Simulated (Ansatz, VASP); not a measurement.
## One calculation of EuS, two programs

INCAR

```
SYSTEM = EuS
PREC     = Accurate       ! precision mode
ENCUT    = 600            ! plane-wave cutoff, eV
EDIFF    = 1E-7           ! SCF threshold, eV
ISMEAR   = -1             ! smearing method
SIGMA    = 0.05           ! smearing width, eV
LREAL    = .False.        ! projectors in reciprocal space
LASPH    = .True.         ! aspherical terms in the spheres
NELM     = 200            ! most SCF steps
ALGO     = Normal         ! electronic algorithm
ISIF     = 3              ! what is computed and relaxed
LWAVE    = .False.        ! write WAVECAR
LCHARG   = .False.        ! write CHGCAR
ISPIN    = 2              ! spin polarisation
MAGMOM   = 7 0            ! initial moments
LORBIT   = 11             ! projections on sites
LMAXMIX  = 6              ! l up to which the mixer works
LDAU     = .True.         ! DFT+U
LDAUTYPE = 2            
LDAUL    = 3 -1           ! shell
LDAUU    = 5 0            ! U, eV
LDAUJ    = 0 0          
LDAUPRINT= 1            
GGA      = CA             ! functional
IBRION   = 2              ! ionic algorithm
NSW      = 60             ! ionic steps
EDIFFG   = -0.01          ! ionic threshold
GGA_COMPAT= .False.      
NELMIN   = 4
```

The input KPOINTS:

```
regular mesh
0
Gamma
  8 8 8
  0 0 0
```

File POSCAR:

```
EuS
1.0
    0.0000000000      2.9785000000      2.9785000000
    2.9785000000      0.0000000000      2.9785000000
    2.9785000000      2.9785000000      0.0000000000
Eu S
1 1
Direct
    0.0000000000      0.0000000000      0.0000000000
    0.5000000000      0.5000000000      0.5000000000
```

File input.yaml:

```yaml
crystal:
  lattice:
    - [0.0, 2.9785, 2.9785]
    - [2.9785, 0.0, 2.9785]
    - [2.9785, 2.9785, 0.0]
  atoms:
    - { symbol: Eu, position: [0.0, 0.0, 0.0], spin: 7.0 }
    - { symbol: S, position: [0.5, 0.5, 0.5] }
hamiltonian:
  xc: lda
  pseudopotentials: { kind: paw }
  hubbard: { sites: [{ species: Eu, l: f, u_eff: 5.0 }] }
magnetization:
  spin_polarized: true
kpoints:
  mp_grid: { grid: [8, 8, 8] }
scf:
  occupations: { method: fermi_dirac, width: 0.05 }
output:
  forces: true
  stress: true
relax:
  f_tol: 0.01
  max_steps: 40
  cell: { stress_tol: 0.05 }
```

Alike in both runs: task relaxation of cell and atoms; functional LDA; k mesh 8 × 8 × 8; occupations fermi-dirac, width 0.05 eV; collinear spin; Hubbard terms Eu f U = 5.0 eV.

|  | VASP | Ansatz |
| --- | --- | --- |
| version | VASP 6.6.1 | Ansatz 0.2.0 |
| potentials or method | VASP PAW PBE potentials, release 64 (Eu, S) | Ansatz PAW |
| plane-wave cutoff (eV) | 600 | 420 |
| valence electrons in the cell | 23 | 23 |

|  | VASP | Ansatz | Ansatz less VASP |
| --- | --- | --- | --- |
| net moment per atom (μB) | 3.50 | 3.50 | 0.000 |
| size of the moment on the site where the two differ most (μB) | 6.71 | 6.81 | +0.104 |
| relaxed volume (Å³/atom) | 24.23 | 24.21 | -0.017 |
| relaxed length of the cell vector where the two differ most in proportion (Å) | 4.092 | 4.091 | -0.0010 |

VASP's potentials were made for PBE, not for LDA. LDA's correlation is that of Perdew and Zunger in VASP and of Perdew and Wang (1992) in Ansatz. Site moments also hang on the region over which each program counts them. The programs project onto different local orbitals, so the same U acts differently, and such runs can settle in different states.

Neither program's run includes spin-orbit coupling. Noted on Ansatz's run: the magnetic or orbital state may not be the lowest; the plane-wave basis is chosen anew once the cell has moved, so the energies of steps on either side of that aren't comparable.
